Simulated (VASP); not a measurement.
CS2: relaxation of cell and atoms with PBE

Crystal: CS2.

```
S C
1.0
     3.64579   -2.99431    0.00000
     3.64579    2.99431    0.00000
     0.00000    0.00000    9.85126
S C
4 2
Direct
  0.18152 0.81848 0.88687
  0.31848 0.68152 0.38687
  0.68152 0.31848 0.61313
  0.81848 0.18152 0.11313
  0.50000 0.50000 0.50000
  0.00000 0.00000 0.00000
```

```
Program                : VASP 6.6.1
Task                   : relaxation of cell and atoms
Functional             : PBE
Potentials or basis    : VASP PAW PBE potentials, release 64 (S, C)
Cutoff                 : 600 eV
k mesh                 : 6 × 6 × 3
Occupations            : fermi-dirac, width 0.05 eV
Spin                   : no spin polarisation
Dipole correction      : no
Further INCAR settings : ALGO = Normal; EDIFF = 1e-06; IBRION = 2; EDIFFG = -0.01; NSW = 60; ISIF = 3
```

The pressure after relaxing is 0.0 GPa and the largest force after relaxing is 0.004 eV/Å. The band gap on the k mesh is 3.43 eV.

Forces in eV/Å, atoms in the order of the input:
```
S    0.000  0.004  0.002
S    0.000 -0.004  0.002
S    0.000  0.004 -0.002
S    0.000 -0.004 -0.002
C    0.000  0.000  0.000
C    0.000  0.000  0.000
```

Final structure:
```yaml
crystal:
  lattice:
    - [3.64579, -2.99431, 0.00000]
    - [3.64579, 2.99431, 0.00000]
    - [0.00000, 0.00000, 9.85126]
  atoms:
    - { symbol: S, position: [0.18152, 0.81848, 0.88687] }
    - { symbol: S, position: [0.31848, 0.68152, 0.38687] }
    - { symbol: S, position: [0.68152, 0.31848, 0.61313] }
    - { symbol: S, position: [0.81848, 0.18152, 0.11313] }
    - { symbol: C, position: [0.50000, 0.50000, 0.50000] }
    - { symbol: C, position: [0.00000, 0.00000, 0.00000] }
```

Levels at points of the mesh, in eV from the valence-band top:
```tsv
k point	band 14	band 15	band 16	band 17	band 18	band 19
(0.00, 0.00, 0.00)	-0.37	-0.34	-0.19	3.48	3.57	3.79
(0.50, 0.00, 0.00)	-0.30	-0.14	-0.14	3.56	3.56	3.71
(0.50, 0.50, 0.00)	-0.48	-0.27	0.00	3.43	3.48	4.11
```

Run time: 66 s on 1 thread of Intel(R) Xeon(R) 6975P-C (Granite Rapids), with other jobs on the host, peak memory 0.39 GiB.

Caveat: the relaxation stopped at its first step, so nothing moved; this functional lacks dispersion, which holds the molecules together, so the pressure and a relaxed volume are unreliable; an odd mesh through Γ misses points on the zone boundary, where band edges can lie.
